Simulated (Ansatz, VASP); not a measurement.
One calculation of Sc, two programs

```
CELL_PARAMETERS angstrom
-0.02270 2.25915 2.25915
2.25915 -0.02270 2.25915
2.25915 2.25915 -0.02270
ATOMIC_POSITIONS crystal
Sc 0.00000 0.00000 0.00000
```

Change from the starting cell: equal xy, yz and zx shear strains of -1 %.

Alike in both runs: task single point; functional PBEsol; k mesh 12 × 12 × 12; occupations fermi-dirac, width 0.03 eV; no spin polarisation.

|  | VASP | Ansatz |
| --- | --- | --- |
| version | VASP 6.6.1 | Ansatz 0.2.0 |
| potentials or method | VASP PAW PBE potentials, release 64 (Sc_sv), cutoff 520 eV | all-electron LAPW, scalar-relativistic |

```csv
,VASP,Ansatz,Ansatz less VASP
pressure (GPa),0.5,0.5,0.00
"traceless stress, the component that is largest in VASP (GPa)",0.36,0.36,0.000
```

VASP's potentials were made for PBE, not for PBEsol. Ansatz ran all-electron here, and VASP with PAW potentials.
